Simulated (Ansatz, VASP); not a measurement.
One calculation of CuRu2, two programs

```xyz
3
Lattice="4.8046 0.0000 0.0000 0.0000 4.8046 0.0000 0.0000 0.0000 2.3355" Properties=species:S:1:pos:R:3 pbc="T T T"
Cu    0.0000    0.0000    1.1678
Ru    2.4023    0.0000    1.1678
Ru    0.0000    2.4023    1.1678
```

Alike in both runs: task relaxation of cell and atoms; functional PBE; k mesh 10 × 10 × 20; occupations gaussian, width 0.1 eV; no spin polarisation.

|  | VASP | Ansatz |
| --- | --- | --- |
| version | VASP 6.6.1 | Ansatz 0.2.0 |
| potentials or method | VASP PAW PBE potentials, release 64 (Cu, Ru_pv), cutoff 600 eV | scalar-relativistic, plane waves, PAW |
| valence electrons in the cell | 39 | 51 |

|  | VASP | Ansatz | Ansatz less VASP |
| --- | --- | --- | --- |
| gap on the k mesh at the Fermi level, each at its own relaxed structure (eV) | none | none | - |
| relaxed volume (Å³/atom) | 17.93 | 17.91 | -0.015 |
| relaxed cell length with the largest relative difference (Å) | 2.345 | 2.342 | -0.0028 |

A gap of «none» marks a metal or a gap that the smearing closes. VASP's potentials hold 39 valence electrons a cell and Ansatz's 51, so a difference there can come from the potentials and not from the codes.

Noted on VASP's run: too few bands were computed for a metal, which touches its energy and stress.
